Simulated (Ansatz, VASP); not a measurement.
## Ni: VASP beside Ansatz

```
Ni
1.0
     0.00000    1.76910    1.76910
     1.76910    0.00000    1.76910
     1.76910    1.76910    0.00000
Ni
1
Direct
  0.00000 0.00000 0.00000
```

Alike in both runs: task single point; functional PBE; k mesh 13 × 13 × 13; occupations fermi-dirac, width 0.1 eV; collinear spin; Hubbard terms Ni d U = 3.8 eV.

|  | VASP | Ansatz |
| --- | --- | --- |
| version | VASP 6.6.1 | Ansatz 0.2.0 |
| potentials or method | VASP PAW PBE potentials, release 64 (Ni_sv_GW), cutoff 590 eV | PAW, plane waves, scalar-relativistic |
| valence electrons in the cell | 18 | 18 |

```csv
,VASP,Ansatz,Ansatz less VASP
pressure (GPa),-3.7,-1.7,+2.00
net moment per atom (μB),0.86,0.66,-0.195
size of the moment on the site where the two differ most (μB),0.94,0.72,-0.226
```

The net moments are unlike, so the other rows may belong to different states. Site moments also hang on the region over which each program counts them. The programs project onto different local orbitals, so the same U acts differently, and such runs can settle in different states. Ansatz's warnings: filled band counts differ across k points.
